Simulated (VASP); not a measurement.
Runs of VASP 6.6.1 on Ru. The structure is that of space group P6/mmm (No. 191), or close to it. The cells are those of the table. 

| spin | cell | k mesh | smearing | gap on the mesh (eV) | pressure (GPa) |
| --- | --- | --- | --- | --- | --- |
| off | a = 4.092, b = 4.092, c = 2.571 Å, angles 90.0, 90.0, 120.0°, 3 atoms | 10 × 10 × 13 | fermi-dirac 0.1 eV | none | 51.1 |
| collinear, ferromagnetic start | a = 4.091, b = 4.091, c = 2.570 Å, angles 90.0, 90.0, 120.0°, 3 atoms | 10 × 10 × 13 | fermi-dirac 0.05 eV | none | (b) |
| off | a = 4.326, b = 4.326, c = 2.719 Å, angles 90.0, 90.0, 120.0°, 3 atoms | 10 × 10 × 13 | fermi-dirac 0.1 eV | none | -10.5 |
| off | a = 4.270, b = 4.270, c = 2.683 Å, angles 90.0, 90.0, 120.0°, 3 atoms | 9 × 9 × 12 | fermi-dirac 0.1 eV | none | 0.0 |
| off | a = 4.434, b = 4.434, c = 2.786 Å, angles 90.0, 90.0, 120.0°, 3 atoms | 10 × 10 × 13 | fermi-dirac 0.1 eV | none | (a) |

Alike in all rows: task single point; level PBE; potentials or basis VASP PAW PBE potentials, release 64 (Ru_pv); cutoff (eV) 520.

Estimate the missing entries.

(a) -25.1; (b) 51.3.

A k mesh can miss the band edges, and the runs leave out spin-orbit coupling on Ru.

A gap of «none» marks levels without a gap at the run's occupations.
